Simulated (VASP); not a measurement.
# Y (Fm-3m) in VASP: single point with PBE

Aim: the single point of Y with PBE.

All numbers are computed with VASP 6.6.1; they aren't measurements. Logs are shortened: lines on timing, memory, paths and dates and some standing lists are left out, and cuts for length are marked.

## Step 1: The cell of the first run

It takes space group Fm-3m (No. 225, cubic). Conventional cell: a = 5.077 Å, b = 5.077 Å, c = 5.077 Å, α = 90.00°, β = 90.00°, γ = 90.00°. Within 4.7 Å of Y (site symmetry m-3m) lie 12 Y at 3.59 Å.

## Step 2: Single point, PBE

INCAR

```
SYSTEM = Y
ALGO     = Normal         ! electronic algorithm
EDIFF    = 1E-6           ! SCF threshold, eV
ENCUT    = 520            ! plane-wave cutoff, eV
GGA      = PE             ! functional
ISIF     = 2              ! what is computed and relaxed
ISMEAR   = -1             ! smearing method
LASPH    = .True.         ! aspherical terms in the spheres
LCHARG   = .False.        ! write CHGCAR
LREAL    = .False.        ! projectors in reciprocal space
LWAVE    = .False.        ! write WAVECAR
NBANDS   = 12             ! bands
NELM     = 100            ! most SCF steps
PREC     = Accurate       ! precision mode
SIGMA    = 0.13605693000000002 ! smearing width, eV
```

KPOINTS

```
k-points
0
Gamma
  11 11 11
  0 0 0
```

POSCAR

```
Y
1.0
    0.0000000000      2.5383940082      2.5383940082
    2.5383940082      0.0000000000      2.5383940082
    2.5383940082      2.5383940082      0.0000000000
Y
1
Direct
    0.0000000000      0.0000000000      0.0000000000
```

Potentials or basis: VASP PAW PBE potentials, release 64 (Y_sv).

Started as:

```bash
$ cat potpaw_PBE.64/Y_sv/POTCAR > POTCAR
$ mpirun -np 1 vasp_std > vasp.out
```

OUTCAR:

```text
SYSTEM = Y
   EDIFF = 1E-6
   ENCUT = 520
   GGA = PE
   ISIF = 2
   ISMEAR = -1
   LASPH = .True.
   LREAL = .False.
   NELM = 100
   PREC = Accurate

 ion  position               nearest neighbor table
   1  0.000  0.000  0.000-

  LATTYP: Found a face centered cubic cell.
 ALAT       =     5.0767880164

  Lattice vectors:

 A1 = (   0.0000000000,   2.5383940082,   2.5383940082)
 A2 = (   2.5383940082,   0.0000000000,   2.5383940082)
 A3 = (   2.5383940082,   2.5383940082,   0.0000000000)

Analysis of symmetry for initial positions (statically):
=====================================================================
 Subroutine PRICEL returns:
 Original cell was already a primitive cell.

 Routine SETGRP: Setting up the symmetry group for a
 face centered cubic supercell.

 Subroutine GETGRP returns: Found 48 space group operations
 (whereof 48 operations were pure point group operations)
 out of a pool of 48 trial point group operations.

The static configuration has the point symmetry O_h .

Analysis of symmetry for dynamics (positions and initial velocities):
=====================================================================
 Subroutine PRICEL returns:
 Original cell was already a primitive cell.

 Routine SETGRP: Setting up the symmetry group for a
 face centered cubic supercell.

 Subroutine GETGRP returns: Found 48 space group operations
 (whereof 48 operations were pure point group operations)
 out of a pool of 48 trial point group operations.

The dynamic configuration has the point symmetry O_h .

 Subroutine INISYM returns: Found 48 space group operations
 (whereof 48 operations are pure point group operations),
 and found     1 'primitive' translations

----------------------------------------------------------------------------------------

                                     Primitive cell

  volume of cell :      32.7120

  direct lattice vectors                    reciprocal lattice vectors
     0.000000000  2.538394008  2.538394008    -0.196974937  0.196974937  0.196974937
     2.538394008  0.000000000  2.538394008     0.196974937 -0.196974937  0.196974937
     2.538394008  2.538394008  0.000000000     0.196974937  0.196974937 -0.196974937

  length of vectors
     3.589831233  3.589831233  3.589831233     0.341170599  0.341170599  0.341170599

  position of ions in fractional coordinates (direct lattice)
     0.000000000  0.000000000  0.000000000

  ion indices of the primitive-cell ions
   primitive index   ion index
                 1           1

----------------------------------------------------------------------------------------

 KPOINTS: k-points

Automatic generation of k-mesh.
 Grid dimensions read from file:
 generate k-points for:   11   11   11

 Generating k-lattice:

  Cartesian coordinates                     Fractional coordinates (reciprocal lattice)
    -0.017906812  0.017906812  0.017906812     0.090909091  0.000000000  0.000000000
     0.017906812 -0.017906812  0.017906812     0.000000000  0.090909091  0.000000000
     0.017906812  0.017906812 -0.017906812     0.000000000  0.000000000  0.090909091

  Length of vectors
     0.031015509  0.031015509  0.031015509

  Shift w.r.t. Gamma in fractional coordinates (k-lattice)
     0.000000000  0.000000000  0.000000000

 Subroutine IBZKPT returns following result:
 ===========================================

 Found     56 irreducible k-points:

 Following reciprocal coordinates:
            Coordinates               Weight
  0.000000  0.000000  0.000000      1.000000
  0.090909  0.000000  0.000000      8.000000
  0.181818  0.000000  0.000000      8.000000
  0.272727  0.000000  0.000000      8.000000
  0.363636  0.000000  0.000000      8.000000
  0.454545  0.000000  0.000000      8.000000
[... 16 lines left out ...]
 -0.272727  0.181818  0.000000     24.000000
 -0.181818  0.181818  0.000000     12.000000
 [... further k-points ...]
   k-points           NKPTS =     56   k-points in BZ     NKDIM =     56   number of bands    NBANDS=     12
   number of dos      NEDOS =    301   number of ions     NIONS =      1
   total plane-waves  NPLWV =  21952
   dimension x,y,z NGX =    28 NGY =   28 NGZ =   28
   dimension x,y,z NGXF=    56 NGYF=   56 NGZF=   56
   ions per type =               1
   NGX,Y,Z   is equivalent  to a cutoff of  12.97, 12.97, 12.97 a.u.
   NGXF,Y,Z  is equivalent  to a cutoff of  25.93, 25.93, 25.93 a.u.
 SYSTEM =  Y
   PREC   = accura    normal or accurate (medium, high low for compatibility)
   ISTART =      0    job   : 0-new  1-cont  2-samecut
   ICHARG =      2    charge: 1-file 2-atom 10-const
   ISPIN  =      1    spin polarized calculation?
   LNONCOLLINEAR =      F non collinear calculations
   LSORBIT =      F    spin-orbit coupling
   LASPH  =      T    aspherical Exc in radial PAW
   ENCUT  =  520.0 eV  38.22 Ry    6.18 a.u.   6.67  6.67  6.67*2*pi/ulx,y,z
   NELM   =    100;   NELMIN=  2; NELMDL= -5     # of ELM steps
   EDIFF  = 0.1E-05   stopping-criterion for ELM
   LREAL  =      F    real-space projection
   EDIFFG = 0.1E-04   stopping-criterion for IOM
   NSW    =      0    number of steps for IOM
   IBRION =     -1    ionic relax: 0-MD 1-quasi-New 2-CG
   NFREE  =      0    steps in history (QN), initial steepest desc. (CG)
   ISIF   =      2    stress and relaxation
   ISYM   =      2    0-nonsym 1-usesym 2-fastsym
   POTIM  = 0.5000    time-step for ionic-motion
   TEBEG  =    0.0;   TEEND  =   0.0 temperature during run
   PSTRESS=    0.0 pullay stress
   NELECT =      11.0000    total number of electrons
   NUPDOWN=      -1.0000    fix difference up-down
   EMIN   =  10.00;   EMAX   =-10.00  energy-range for DOS
   EFERMI =   0.00;   METHOD = LEGACY
   ISMEAR =    -1;   SIGMA  =   0.14  broadening in eV -4-tet -1-fermi 0-gaus
   EFERMI_NEDOS =   21; number of points for ismear=-14 and -15
   IALGO  =     38    algorithm
   IMIX   =      4    mixing-type and parameters
     AMIX     =   0.40;   BMIX     =  1.00
     AMIX_MAG =   1.60;   BMIX_MAG =  1.00
  volume/ion in A,a.u.               =      32.71       220.75
  Fermi-wavevector in a.u.,A,eV,Ry     =   1.138422  2.151306 17.633220  1.296005
  Thomas-Fermi vector in A             =   2.275127
   LORBIT       =      0    0 simple, 1 ext, 2 COOP (PROOUT), +10 PAW based schemes
   GGA     = PE    functional components
   LHFCALC =     F    Hartree Fock is set to
   AEXX    =    0.0000 exact exchange contribution
   IVDW    =     0    specifies the selected vdW correction
   LEPSILON=     F    determine dielectric tensor
   LRPA    =     F    only Hartree local field effects (RPA)
 non-spin polarized calculation
  energy-cutoff  :      520.00
  volume of cell :       32.71
 maximum number of plane-waves:       903
   NGX = 13   NGY = 13   NGZ = 13

 number of electron      11.0000001 magnetization

 Free energy of the ion-electron system (eV)
  ---------------------------------------------------
  ext. energy  EPLUGINS =         0.00000000
  ---------------------------------------------------
  free energy    TOTEN  =        -6.45689259 eV

  energy without entropy =       -6.35551554  energy(sigma->0) =       -6.40620407

 E-fermi :   3.0727     XC(G=0):  -9.4399

 val. band max:        3.0626253505   @ k =  -0.2727   0.4545   0.1818
 cond. band min:       3.0833899940   @ k =   0.2727   0.2727   0.0000
 fundamental gap:      0.0207646435
 Fermi energy:         3.0727163384

 k-point     1 :       0.0000    0.0000    0.0000
  band No.  band energies     occupation
      1     -39.6192      2.00000
      2     -19.3210      2.00000
      3     -19.3210      2.00000
      4     -19.3210      2.00000
      5      -1.6759      2.00000
      6       4.8550      0.00000
      7       4.8550      0.00000
      8       4.8550      0.00000
      9       6.8486      0.00000
     10       6.8486      0.00000
     11      12.0267      0.00000
     12      15.2804      0.00000

 k-point     2 :       0.0909    0.0000    0.0000
  band No.  band energies     occupation
      1     -39.6142      2.00000
      2     -19.3674      2.00000
      3     -19.3268      2.00000
      4     -19.3268      2.00000
      5      -1.4719      2.00000
      6       4.6303      0.00002
      7       4.9485      0.00000
      8       4.9485      0.00000
      9       6.7469      0.00000
     10       6.7469      0.00000
     11      12.4849      0.00000
     12      14.4148      0.00000

 k-point     3 :       0.1818    0.0000    0.0000
  band No.  band energies     occupation
      1     -39.6007      2.00000
      2     -19.4899      2.00000
      3     -19.3425      2.00000
      4     -19.3425      2.00000
      5      -0.9020      2.00000
      6       4.1419      0.00077
      7       5.1132      0.00000
      8       5.1132      0.00000
      9       6.6432      0.00000
     10       6.6432      0.00000
     11      12.8809      0.00000
     12      13.8687      0.00000
[... 286 lines left out ...]
 k-point    23 :      -0.2727    0.1818    0.0000
  band No.  band energies     occupation
      1     -39.5620      2.00000
      2     -19.7223      2.00000
      3     -19.4986      2.00000
      4     -19.3815      2.00000
      5       1.0421      2.00000
      6       3.3913      0.17551
      7       4.1239      0.00088
      8       5.4497      0.00000
      9       6.5478      0.00000
     10       8.6418      0.00000
     11      11.9916      0.00000
     12      14.0616      0.00000

 k-point    24 :      -0.1818    0.1818    0.0000
  band No.  band energies     occupation
      1     -39.5771      2.00000
      2     -19.6313      2.00000
      3     -19.4498      2.00000
      4     -19.3577      2.00000
      5       0.2204      2.00000
      6       3.5816      0.04639
      7       4.6007      0.00003
      8       5.7505      0.00000
      9       5.8160      0.00000
     10       7.8705      0.00000
     11      12.8987      0.00000
     12      15.0643      0.00000

 [... further k-points ...]

------------------------ aborting loop because EDIFF is reached ----------------------------------------

  FORCE on cell =-STRESS in cart. coord.  units (eV):
  Direction    XX          YY          ZZ          XY          YZ          ZX
  --------------------------------------------------------------------------------------
  -------------------------------------------------------------------------------------
  Total       -0.0230940     -0.0230940     -0.0230940      0.0000000      0.0000000      0.0000000
  in kB       -1.1311060     -1.1311060     -1.1311060      0.0000000      0.0000000      0.0000000
  external PRESSURE =      -1.1311060 kB  Pullay stress =       0.0000000 kB

 VOLUME and BASIS-vectors are now :
 -----------------------------------------------------------------------------
  energy-cutoff  :      520.00
  volume of cell :       32.71
      direct lattice vectors                 reciprocal lattice vectors
     0.000000000  2.538394008  2.538394008    -0.196974937  0.196974937  0.196974937
     2.538394008  0.000000000  2.538394008     0.196974937 -0.196974937  0.196974937
     2.538394008  2.538394008  0.000000000     0.196974937  0.196974937 -0.196974937

 POSITION                                       TOTAL-FORCE (eV/Angst)
 -----------------------------------------------------------------------------------
      0.00000      0.00000      0.00000         0.000000      0.000000      0.000000
 -----------------------------------------------------------------------------------
    total drift:                                0.000000     -0.000000     -0.000000

  FREE ENERGIE OF THE ION-ELECTRON SYSTEM (eV)
  ---------------------------------------------------
  free  energy   TOTEN  =        -6.4568925889 eV

  energy  without entropy=       -6.3555155413  energy(sigma->0) =       -6.40620407
```

It took 33 s on 1 thread of AMD EPYC 7R13 (Zen 3), shared host; peak memory 0.15 GiB.

What came out:

| Item | Value |
| --- | --- |
| Free energy | -6.4569 eV |
| Pressure | -0.1 GPa |
